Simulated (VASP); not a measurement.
Wanted: the native input for a VASP 6.6.1 run.

```yaml
Task: single point
Functional: PBEsol
Potentials_or_basis: VASP PAW PBE potentials, release 64 (Al, Cu)
Cutoff: 520 eV
k_mesh: 12 × 12 × 12
Occupations: gaussian, width 0.1 eV
Spin: no spin polarisation
Dipole_correction: no
Further_INCAR_settings: ALGO = Normal; EDIFF = 1e-07; NBANDS = 18
```

The structure of Al3Cu lies in POSCAR:

```
Al3Cu
1.0
    3.9241510000      0.0000000000      0.0000000000
    0.0000000000      3.9241510000      0.0000000000
    0.0000000000      0.0000000000      3.9241510000
Al Cu
3 1
Direct
    0.0000000000      0.5000000000      0.5000000000
    0.5000000000      0.0000000000      0.5000000000
    0.5000000000      0.5000000000      0.0000000000
    0.0000000000      0.0000000000      0.0000000000
```

One way to write it, as run:

INCAR

```
PREC = Accurate
ENCUT = 520
EDIFF = 1E-7
ISMEAR = 0
SIGMA = 0.1
LREAL = False
LASPH = True
NELM = 80
ALGO = Normal
ISIF = 2
LWAVE = False
LCHARG = True
GGA = PS
LELF = True
LVHAR = True
NBANDS = 18
```

KPOINTS

```
regular mesh
0
Gamma
  12 12 12
```

Potentials or basis: VASP PAW PBE potentials, release 64 (Al, Cu).

Launch:

```bash
$ cat potpaw_PBE.64/Al/POTCAR potpaw_PBE.64/Cu/POTCAR > POTCAR
$ mpirun -np 1 vasp_std > vasp.out
```

It gave:

```yaml
Pressure: -2.2 GPa
Band_gap_on_the_k_mesh: zero (bands 10 and 11 overlap by 4.12 eV)
```

Caveat: the PAW data sets were made with another functional, which shifts forces and pressure a little.

It took 2.8 min on 1 thread of Intel Xeon 8259CL (shared host), peak memory 0.23 GiB.
